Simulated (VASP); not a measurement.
Write the native input for VASP 6.6.1 that does the following.

```yaml
Task: single point
Functional: PBE
Potentials_or_basis: VASP PAW PBE potentials, release 64 (Si, C)
Cutoff: 520 eV
k_mesh: 14 × 14 × 7
Occupations: gaussian, width 0.05 eV
Spin: no spin polarisation
Dipole_correction: no
Further_INCAR_settings: ALGO = Normal; EDIFF = 1e-07; NBANDS = 16
```

The structure of SiC (Moissanite) lies in POSCAR:

```
SiC
1.0
    3.0760000000      0.0000000000      0.0000000000
   -1.5380000000      2.6638941420      0.0000000000
    0.0000000000      0.0000000000      5.0480000000
Si C
2 2
Direct
    0.6666666667      0.3333333333      0.5000000000
    0.3333333333      0.6666666667      0.0000000000
    0.6666666667      0.3333333333      0.8850000000
    0.3333333333      0.6666666667      0.3850000000
```

One way to write it, as run:

INCAR

```
SYSTEM = SiC
PREC = Accurate
ENCUT = 520
EDIFF = 1E-7
ISMEAR = 0
SIGMA = 0.05
LREAL = .FALSE.
LASPH = .TRUE.
NELM = 80
ALGO = Normal
ISIF = 2
LWAVE = .FALSE.
LCHARG = .FALSE.
GGA = PE
NBANDS = 16
```

KPOINTS

```
regular mesh
0
G
  14 14 7
  0 0 0
```

Potentials or basis: VASP PAW PBE potentials, release 64 (Si, C).

The run is started by

```console
$ cat potpaw_PBE.64/Si/POTCAR potpaw_PBE.64/C/POTCAR > POTCAR
$ mpirun -np 1 vasp_std > vasp.out
```

It gave:

| Quantity | Value |
| --- | --- |
| Pressure | 3.6 GPa |
| Largest force | 0.753 eV/Å |
| Band gap on the k mesh | 2.41 eV, indirect (least direct gap 4.08 eV) |

It took 2 min on 1 thread of AMD EPYC 7R13, on a shared host, peak memory 0.16 GiB.
